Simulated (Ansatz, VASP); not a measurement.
## Zn3Ga2N: VASP beside Ansatz

```
Zn Ga N
1.0
     2.57874    1.48884    3.77001
    -2.57874    1.48884    3.77001
     0.00000   -2.97767    3.77001
Zn Ga N
3 2 1
Direct
  0.50000 0.00000 0.00000
  0.00000 0.50000 0.00000
  0.00000 0.00000 0.50000
  0.37115 0.37115 0.37115
  0.62885 0.62885 0.62885
  0.00000 0.00000 0.00000
```

Change from the starting cell: species swapped into the Lu2AlCo3 type (R-3m, No. 166).

Alike in both runs: task single point; functional PBE; k mesh 6 × 6 × 6; occupations gaussian, width 0.1 eV; no spin polarisation.

|  | VASP | Ansatz |
| --- | --- | --- |
| version | VASP 6.6.1 | Ansatz 0.2.0 |
| potentials or method | VASP PAW PBE potentials, release 64 (Zn, Ga_d, N), cutoff 520 eV | scalar-relativistic, plane waves, PAW |
| valence electrons in the cell | 67 | 67 |

|  | VASP | Ansatz | Ansatz less VASP |
| --- | --- | --- | --- |
| gap on the k mesh at the Fermi level (eV) | none | none | - |
| pressure (GPa) | 1.9 | 1.6 | -0.32 |
| traceless stress, the component that is largest in VASP (GPa) | -4.93 | -4.96 | -0.022 |
| rms of the force components (eV/Å) | 0.143 | 0.141 | -0.0016 |

Atom by atom the forces differ by 0.002 eV/Å (rms over components). A gap of «none» marks a metal or a gap that the smearing closes.
